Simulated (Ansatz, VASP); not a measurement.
**One calculation of Eu3Si, two programs**

```
Eu Si
1.0
     4.86995    0.00000    0.00000
     0.00000    4.86995    0.00000
     0.00000    0.00000    4.86995
Eu Si
3 1
Direct
  0.00000 0.50000 0.50000
  0.50000 0.50000 0.00000
  0.50000 0.00000 0.50000
  0.00000 0.00000 0.00000
```

Alike in both runs: task single point; functional PBE; k mesh 8 × 8 × 8; occupations gaussian, width 0.05 eV; collinear spin.

```csv
,VASP,Ansatz
version,VASP 6.6.1,Ansatz 0.2.0
potentials or method,"VASP PAW PBE potentials, release 64 (Eu, Si), cutoff 520 eV","scalar-relativistic, plane waves, PAW"
valence electrons in the cell,55,55
```

Ansatz gave:

* gap on the k mesh at the Fermi level (eV): none
* pressure (GPa): -0.6
* net moment per atom (μB): 5.42
* size of the moment on the site where the two differ most (μB): 7.00

**Question.** Which values does VASP return?

**Answer.** gap on the k mesh at the Fermi level (eV): none; pressure (GPa): -0.9; net moment per atom (μB): 5.42; size of the moment on the site where the two differ most (μB): 6.68.

Site moments also hang on the region over which each program counts them. A gap of «none» marks a metal or a gap that the smearing closes. Ansatz's warnings: given moment on shells.

Spin-orbit coupling is off throughout. Noted on VASP's run: too few bands were computed for a metal, which touches its energy and stress.
